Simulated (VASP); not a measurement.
Runs of VASP 6.6.1 on BN. The structure is that of space group Fm-3m (No. 225), or close to it. The cells are those of the table. 

```tsv
level	cell	smearing	gap on the mesh (eV)	pressure (GPa)
r2SCAN	a = 2.514, b = 2.514, c = 2.557 Å, angles 59.4, 59.4, 61.2°, 2 atoms	gaussian 0.01 eV	0.30	-23.5
PBE	a = 2.438 Å, angles 60.8°, 2 atoms	fermi-dirac 0.02 eV	(c)	(b)
PBE	a = 2.514, b = 2.514, c = 2.557 Å, angles 59.4, 59.4, 61.2°, 2 atoms	fermi-dirac 0.02 eV	0.21	-19.9
PBE	a = 2.414 Å, angles 60.0°, 2 atoms	fermi-dirac 0.02 eV	1.71	(a)
```

Alike in all rows: task single point; potentials or basis VASP PAW PBE potentials, release 64 (B, N); no spin polarisation; k mesh 12 × 12 × 12; cutoff (eV) 520.

Q: Fill in the values left out.

A: (a) 34.1; (b) 11.8; (c) 1.22.

Caveats: the PAW data sets were made with another functional, which shifts forces and pressure a little (some runs).

A k mesh can miss the band edges.
